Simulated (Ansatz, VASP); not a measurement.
**SiC: VASP beside Ansatz**

The input POSCAR:

```
SiC
1.0
    3.0467794827      0.0000000000      0.0000000000
   -1.5233897414      2.6385884317      0.0000000000
    0.0000000000      0.0000000000     10.0954968298
Si C
4 4
Direct
    0.0000000000      0.0000000000      0.0001642229
    0.3333333333      0.6666666667      0.2501942298
    0.0000000000      0.0000000000      0.5001642229
    0.6666666667      0.3333333333      0.7501942298
    0.0000000000      0.0000000000      0.1870151405
    0.3333333333      0.6666666667      0.4376264069
    0.0000000000      0.0000000000      0.6870151405
    0.6666666667      0.3333333333      0.9376264069
```

File INCAR.step1:

```
SYSTEM = SiC
ALGO     = Normal         ! electronic algorithm
EDIFF    = 1E-5           ! SCF threshold, eV
ENCUT    = 520            ! plane-wave cutoff, eV
GGA      = PE             ! functional
ISIF     = 2              ! what is computed and relaxed
ISMEAR   = 0              ! smearing method
LASPH    = .True.         ! aspherical terms in the spheres
LREAL    = .False.        ! projectors in reciprocal space
LWAVE    = .True.         ! write WAVECAR
NBANDS   = 26             ! bands
NELM     = 60             ! most SCF steps
PREC     = Accurate       ! precision mode
SIGMA    = 0.01           ! smearing width, eV
```

File INCAR.step2:

```
SYSTEM = SiC
ALGO     = Normal         ! electronic algorithm
EDIFF    = 1E-7           ! SCF threshold, eV
ENCUT    = 520            ! plane-wave cutoff, eV
GGA      = PE             ! functional
HFSCREEN = 0.2079         ! screening, 1/A
ISIF     = 2              ! what is computed and relaxed
ISMEAR   = 0              ! smearing method
ISTART   = 1            
LASPH    = .True.         ! aspherical terms in the spheres
LCHARG   = .True.         ! write CHGCAR
LELF     = .True.         ! ELF
LHFCALC  = .True.         ! exact exchange
LREAL    = .False.        ! projectors in reciprocal space
LVHAR    = .True.       
LWAVE    = .False.        ! write WAVECAR
NBANDS   = 26             ! bands
NELM     = 60             ! most SCF steps
PREC     = Accurate       ! precision mode
PRECFOCK = Fast         
SIGMA    = 0.01           ! smearing width, eV
```

KPOINTS

```
k-points
0
Gamma
  6 6 2
  0 0 0
```

Input for Ansatz:

```yaml
crystal:
  lattice:
    - [3.0467794827, 0.0, 0.0]
    - [-1.5233897414, 2.6385884317, 0.0]
    - [0.0, 0.0, 10.0954968298]
  atoms:
    - { symbol: Si, position: [0.0, 0.0, 0.0001642229] }
    - { symbol: Si, position: [0.3333333333, 0.6666666667, 0.2501942298] }
    - { symbol: Si, position: [0.0, 0.0, 0.5001642229] }
    - { symbol: Si, position: [0.6666666667, 0.3333333333, 0.7501942298] }
    - { symbol: C, position: [0.0, 0.0, 0.1870151405] }
    - { symbol: C, position: [0.3333333333, 0.6666666667, 0.4376264069] }
    - { symbol: C, position: [0.0, 0.0, 0.6870151405] }
    - { symbol: C, position: [0.6666666667, 0.3333333333, 0.9376264069] }
kpoints:
  mp_grid: { grid: [6, 6, 2] }
  band_path:
    path:
      - [0.0, 0.0, 0.0]
      - [0.5, 0.0, 0.0]
      - [0.3333333333, 0.3333333333, 0.0]
      - [0.0, 0.0, 0.5]
      - [0.5, 0.0, 0.5]
      - [0.3333333333, 0.3333333333, 0.5]
      - [0.0, 0.5, 0.0]
    npoints: 1
hamiltonian:
  xc: hse06
scf:
  occupations: { method: fixed }
  n_extra_bands: 6
output:
  forces: true
  stress: true
  eigenvalues: true
```

Change from the starting cell: epitaxial_xy strain -1.0%.

Alike in both runs: task single point; functional HSE06; k mesh 6 × 6 × 2; no spin polarisation.

|  | VASP | Ansatz |
| --- | --- | --- |
| version | VASP 6.6.1 | Ansatz 0.2.0 |
| potentials or method | VASP PAW PBE potentials, release 64 (Si, C) | plane waves, PAW |
| plane-wave cutoff (eV) | 520 | 420 |
| occupations | gaussian, width 0.01 eV | fixed |
| valence electrons in the cell | 32 | 32 |

|  | VASP | Ansatz | Ansatz less VASP |
| --- | --- | --- | --- |
| gap on the k mesh at the Fermi level (eV) | 3.07 | 3.07 | -0.004 |
| pressure (GPa) | 2.8 | 3.2 | +0.41 |
| traceless stress, the component that is largest in VASP (GPa) | -4.55 | -4.55 | -0.005 |
| rms of the force components (eV/Å) | 0.004 | 0.004 | -0.0001 |

Atom by atom the forces differ by 0.001 eV/Å (rms over components). Ansatz's warnings: stress exchange threshold loose, stress scf threshold loose.
